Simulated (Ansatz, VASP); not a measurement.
# One calculation of Ge, two programs

Contents of INCAR:

```
SYSTEM = Ge
PREC = Accurate ; ENCUT = 520
EDIFF = 1E-6 ; ISMEAR = -1
SIGMA = 0.05 ; LREAL = .False.
LASPH = .True. ; NELM = 60
ALGO = Normal ; ISIF = 2
LWAVE = .False. ; LCHARG = .False.
GGA = CA ; NBANDS = 21
```

Contents of KPOINTS:

```
regular mesh
0
Gamma
  13 13 13
  0 0 0
```

Contents of POSCAR:

```
Ge
1.0
    0.0000000000      2.4350324157      2.4350324157
    2.4350324157      0.0000000000      2.4350324157
    2.4350324157      2.4350324157      0.0000000000
Ge
2
Direct
   -0.1250000000     -0.1250000000     -0.1250000000
    0.1250000000      0.1250000000      0.1250000000
```

Input for Ansatz:

```yaml
crystal:
  lattice:
    - [0.0, 2.4350324157, 2.4350324157]
    - [2.4350324157, 0.0, 2.4350324157]
    - [2.4350324157, 2.4350324157, 0.0]
  atoms:
    - { symbol: Ge, position: [-0.125, -0.125, -0.125] }
    - { symbol: Ge, position: [0.125, 0.125, 0.125] }
kpoints:
  mp_grid: { grid: [13, 13, 13] }
scf:
  occupations: { method: fermi_dirac, width: 0.05 }
hamiltonian:
  xc: lda
  pseudopotentials: { kind: all_electron, lapw: { basis_error: 0.001 } }
output:
  forces: true
  stress: true
  eigenvalues: true
  populations: true
```

Change from the starting cell: volume scaled by 0.65, LAPW.

Alike in both runs: task single point; functional LDA; k mesh 13 × 13 × 13; occupations fermi-dirac, width 0.05 eV; no spin polarisation.

|  | VASP | Ansatz |
| --- | --- | --- |
| version | VASP 6.6.1 | Ansatz 0.2.0 |
| potentials or method | VASP PAW LDA potentials, release 64 (Ge_d), cutoff 520 eV | all-electron LAPW, scalar-relativistic |

|  | VASP | Ansatz | Ansatz less VASP |
| --- | --- | --- | --- |
| pressure (GPa) | 84.4 | 83.1 | -1.31 |

LDA's correlation is that of Perdew and Zunger in VASP and of Perdew and Wang (1992) in Ansatz. Both programs put the cell under a high pressure, so it lies far from rest at this level. Ansatz ran all-electron here, and VASP with PAW potentials.

Noted on VASP's run: the cell as given lies far from equilibrium.
